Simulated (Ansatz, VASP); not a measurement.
**Two plane-wave programs on ZrO2**

INCAR

```
PREC = Accurate ; ENCUT = 600
EDIFF = 1E-6 ; ISMEAR = 0
SIGMA = 0.05 ; LREAL = False
LASPH = True ; NELM = 120
ALGO = Normal ; ISIF = 2
LWAVE = False ; LCHARG = True
GGA = PE ; LELF = True
LVHAR = True ; NBANDS = 19
GGA_COMPAT = False
```

The input KPOINTS:

```
Automatic mesh
0
Gamma
  8 8 8
```

POSCAR

```
ZrO2
1.0
    0.0000000000      2.5725167308      2.5725167308
    2.5725167308      0.0000000000      2.5725167308
    2.5725167308      2.5725167308      0.0000000000
Zr O
1 2
Direct
    0.0000000000      0.0000000000      0.0000000000
    0.2500000000      0.2500000000      0.2500000000
    0.7500000000      0.7500000000      0.7500000000
```

Input for Ansatz:

```yaml
crystal:
  lattice:
    - [0.0, 2.5725167308, 2.5725167308]
    - [2.5725167308, 0.0, 2.5725167308]
    - [2.5725167308, 2.5725167308, 0.0]
  atoms:
    - { symbol: Zr, position: [0.0, 0.0, 0.0] }
    - { symbol: O, position: [0.25, 0.25, 0.25] }
    - { symbol: O, position: [0.75, 0.75, 0.75] }
basis:
  ecutwfc: 420
  ecutrho_ratio: 4
kpoints:
  mp_grid: { grid: [8, 8, 8] }
hamiltonian:
  xc: pbe
scf:
  occupations: { method: gaussian, width: 0.05 }
output:
  forces: true
  stress: true
  eigenvalues: true
```

Alike in both runs: task single point; functional PBE; k mesh 8 × 8 × 8; occupations gaussian, width 0.05 eV; no spin polarisation.

|  | VASP | Ansatz |
| --- | --- | --- |
| version | VASP 6.6.1 | Ansatz 0.2.0 |
| potentials or method | VASP PAW PBE potentials, release 64 (Zr_sv, O), cutoff 600 eV | scalar-relativistic, plane waves, PAW |
| valence electrons in the cell | 24 | 24 |

|  | VASP | Ansatz | Ansatz less VASP |
| --- | --- | --- | --- |
| gap on the k mesh at the Fermi level (eV) | 3.26 | 3.27 | +0.005 |
| least direct gap on the mesh (eV) | 3.68 | 3.69 | +0.003 |
| pressure (GPa) | -3.8 | -3.9 | -0.06 |

With one functional, cell and mesh, what is left measures potentials, basis and numerics.
